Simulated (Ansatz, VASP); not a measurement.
One calculation of Ir3C, two programs

Contents of INCAR:

```
  PREC = Accurate
  ENCUT = 520
  EDIFF = 1E-6
  ISMEAR = 0
  SIGMA = 0.1
  LREAL = F
  LASPH = T
  NELM = 150
  ALGO = Normal
  ISIF = 2
  LWAVE = F
  LCHARG = F
  ISPIN = 2
  MAGMOM = 0 0 0 2
  LORBIT = 11
  LMAXMIX = 4
  LDIPOL = T
  IDIPOL = 3
  DIPOL = 0.5 0.5 0.331
  GGA = CA
  NBANDS = 28
```

The input KPOINTS:

```
regular mesh
0
Gamma
  12 12 1
```

POSCAR

```
Ir3C
1.0
    2.6946510889      0.0000000000      0.0000000000
   -1.3473255444      2.3336362973      0.0000000000
    0.0000000000      0.0000000000     21.2769546740
Ir C
3 1
Direct
    0.6666666667      0.3333333333      0.1879968286
    0.3333333333      0.6666666667      0.2885049938
    0.0000000000      0.0000000000      0.3890103072
    0.6666666667     -0.6666666667      0.4590391258
```

Input for Ansatz:

```yaml
crystal:
  lattice:
    - [2.6946510889, 0.0, 0.0]
    - [-1.3473255444, 2.3336362973, 0.0]
    - [0.0, 0.0, 21.276954674]
  atoms:
    - { symbol: Ir, position: [0.6666666667, 0.3333333333, 0.1879968286] }
    - { symbol: Ir, position: [0.3333333333, 0.6666666667, 0.2885049938] }
    - { symbol: Ir, position: [0.0, 0.0, 0.3890103072] }
    - { symbol: C, position: [0.6666666667, -0.6666666667, 0.4590391258], spin: 2.0 }
basis:
  ecutwfc: 420
kpoints:
  mp_grid: { grid: [12, 12, 1] }
hamiltonian:
  xc: lda
  pseudopotentials: { kind: paw, azcp: { folder: soft_1 } }
scf:
  occupations: { method: gaussian, width: 0.1 }
output:
  forces: true
  eigenvalues: true
  populations: true
magnetization:
  spin_polarized: true
efield:
  axis: 3
  dipole_correction: true
  ramp_width: 0.04
```

Alike in both runs: task single point; functional LDA; k mesh 12 × 12 × 1; occupations gaussian, width 0.1 eV; collinear spin.

|  | VASP | Ansatz |
| --- | --- | --- |
| version | VASP 6.6.1 | Ansatz 0.2.0 |
| potentials or method | VASP PAW LDA potentials, release 64 (Ir, C), cutoff 520 eV | scalar-relativistic, plane waves, PAW |
| valence electrons in the cell | 31 | 55 |

```tsv
	VASP	Ansatz	Ansatz less VASP
gap on the k mesh at the Fermi level (eV)	none	none	-
rms of the force components (eV/Å)	1.385	1.404	+0.0192
net moment per atom (μB)	0.00	0.00	0.000
```

Ansatz warns that its potentials were made for another functional, while VASP's fit it. LDA's correlation is that of Perdew and Zunger in VASP and of Perdew and Wang (1992) in Ansatz. Atom by atom the forces differ by 0.060 eV/Å (rms over components). A gap of «none» marks a metal or a gap that the smearing closes. VASP's potentials hold 31 valence electrons a cell and Ansatz's 55, so a difference there can come from the potentials and not from the codes. Ansatz's warnings: seeded moment not kept.

Spin-orbit coupling is off throughout.
